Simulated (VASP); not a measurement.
CuO (Tenorite):

```
Cu O
1.0
     2.32891   -1.70190    0.00000
     2.32891    1.70190    0.00000
    -0.85478    0.00000    5.02548
Cu O
2 2
Direct
  0.49680 0.00320 0.50000
  0.00320 0.49680 0.00000
  0.40560 0.57140 0.75370
  0.57140 0.40560 0.25370
```

This cell differs from its parent crystal: volume scaled by 0.98.

Base run:

* Program: VASP 6.6.1
* Functional: PBEsol
* Potentials or basis: VASP PAW PBE potentials, release 64 (Cu, O)
* Cutoff: 520 eV
* k mesh: 10 × 10 × 5
* Occupations: fermi-dirac, width 0.05 eV
* Spin: no spin polarisation

Its results: band gap on the k mesh zero (band 17 reaches 6.07 eV, above the bottom of band 18 at 5.46 eV); pressure 1.7 GPa; largest force 0.804 eV/Å.

Question: The run is repeated on the same cell with these changes: functional from PBEsol to LDA; potentials or basis from VASP PAW PBE potentials, release 64 (Cu, O) to VASP PAW LDA potentials, release 64 (Cu, O). What comes out?

Answer: Band gap on the k mesh zero (band 17 reaches 5.90 eV, above the bottom of band 18 at 5.29 eV); pressure -5.3 GPa; largest force 0.793 eV/Å.

Caveats: semilocal functionals often make such compounds metallic where correlation or magnetic order opens a gap, which also shifts bond lengths; the PAW data sets were made with another functional, which shifts forces and pressure a little (some runs).
